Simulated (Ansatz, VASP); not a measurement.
Two plane-wave programs on Al2O3

The input INCAR:

```
SYSTEM = Al2O3
PREC = Accurate ; ENCUT = 600
EDIFF = 1E-7 ; ISMEAR = 0
SIGMA = 0.1 ; LREAL = .FALSE.
LASPH = .TRUE. ; NELM = 60
ALGO = Normal ; ISIF = 3
LWAVE = .FALSE. ; LCHARG = .FALSE.
GGA = PE ; IBRION = 2
NSW = 90 ; EDIFFG = -0.04
```

Contents of KPOINTS:

```
Automatic mesh
0
G
  6 6 6
  0 0 0
```

POSCAR

```
Al2O3
1.0
    2.3785016400      1.3732285600      4.3292298300
   -2.3785016400      1.3732285600      4.3292298300
    0.0000000000     -2.7464571200      4.3292298300
Al O
4 6
Direct
    0.8521800000      0.8521800000      0.8521800000
    0.6478200000      0.6478200000      0.6478200000
    0.1478200000      0.1478200000      0.1478200000
    0.3521800000      0.3521800000      0.3521800000
    0.0562500000      0.4437500000      0.7500000000
    0.7500000000      0.0562500000      0.4437500000
    0.4437500000      0.7500000000      0.0562500000
    0.9437500000      0.5562500000      0.2500000000
    0.2500000000      0.9437500000      0.5562500000
    0.5562500000      0.2500000000      0.9437500000
```

Input for Ansatz:

```yaml
crystal:
  lattice:
    - [2.37850164, 1.37322856, 4.32922983]
    - [-2.37850164, 1.37322856, 4.32922983]
    - [0.0, -2.74645712, 4.32922983]
  atoms:
    - { symbol: Al, position: [0.85218, 0.85218, 0.85218] }
    - { symbol: Al, position: [0.64782, 0.64782, 0.64782] }
    - { symbol: Al, position: [0.14782, 0.14782, 0.14782] }
    - { symbol: Al, position: [0.35218, 0.35218, 0.35218] }
    - { symbol: O, position: [0.05625, 0.44375, 0.75] }
    - { symbol: O, position: [0.75, 0.05625, 0.44375] }
    - { symbol: O, position: [0.44375, 0.75, 0.05625] }
    - { symbol: O, position: [0.94375, 0.55625, 0.25] }
    - { symbol: O, position: [0.25, 0.94375, 0.55625] }
    - { symbol: O, position: [0.55625, 0.25, 0.94375] }
basis:
  ecutwfc: 420
kpoints:
  mp_grid: { grid: [6, 6, 6] }
hamiltonian:
  xc: pbe
scf:
  occupations: { method: gaussian, width: 0.1 }
  lower_state_search: "off"
output:
  forces: true
  stress: true
  eigenvalues: true
relax:
  adjacent_minimum: "off"
  f_tol: 0.04
  max_steps: 70
  cell: { stress_tol: 0.4 }
```

Alike in both runs: task relaxation of cell and atoms; functional PBE; k mesh 6 × 6 × 6; occupations gaussian, width 0.1 eV; no spin polarisation.

|  | VASP | Ansatz |
| --- | --- | --- |
| version | VASP 6.6.1 | Ansatz 0.2.0 |
| potentials or method | VASP PAW PBE potentials, release 64 (Al, O), cutoff 600 eV | scalar-relativistic, plane waves, PAW |
| valence electrons in the cell | 48 | 48 |

```csv
,VASP,Ansatz,Ansatz less VASP
"gap on the k mesh at the Fermi level, each at its own relaxed structure (eV)",5.86,5.85,-0.009
relaxed volume (Å³/atom),8.74,8.76,+0.016
relaxed cell length with the largest relative difference (Å),5.177,5.181,+0.0047
```
